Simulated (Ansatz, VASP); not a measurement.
## One calculation of SnSe2, two programs

```
Sn Se
1.0
     3.82515   -0.03825    0.00000
    -1.94570    3.33180    0.00000
     0.00000    0.00000    6.22708
Sn Se
1 2
Direct
  0.00000 0.00000 0.00000
  0.33254 0.66661 0.25311
  0.66746 0.33339 0.74689
```

Change from the starting cell: shear_xy strain -2.0%.

Alike in both runs: task single point; functional PBE; k mesh 12 × 12 × 4; occupations fermi-dirac, width 0.02 eV; no spin polarisation.

|  | VASP | Ansatz |
| --- | --- | --- |
| version | VASP 6.6.1 | Ansatz 0.2.0 |
| potentials or method | VASP PAW PBE potentials, release 64 (Sn_d, Se) | plane waves, PAW |
| plane-wave cutoff (eV) | 520 | 420 |
| valence electrons in the cell | 26 | 46 |

|  | VASP | Ansatz | Ansatz less VASP |
| --- | --- | --- | --- |
| pressure (GPa) | 3.0 | 2.9 | -0.07 |
| traceless stress, the component that is largest in VASP (GPa) | 0.75 | 0.75 | 0.000 |
| rms of the force components (eV/Å) | 0.129 | 0.123 | -0.0067 |

Atom by atom the forces differ by 0.007 eV/Å (rms over components). VASP's potentials hold 26 valence electrons a cell and Ansatz's 46, so a difference there can come from the potentials and not from the codes.
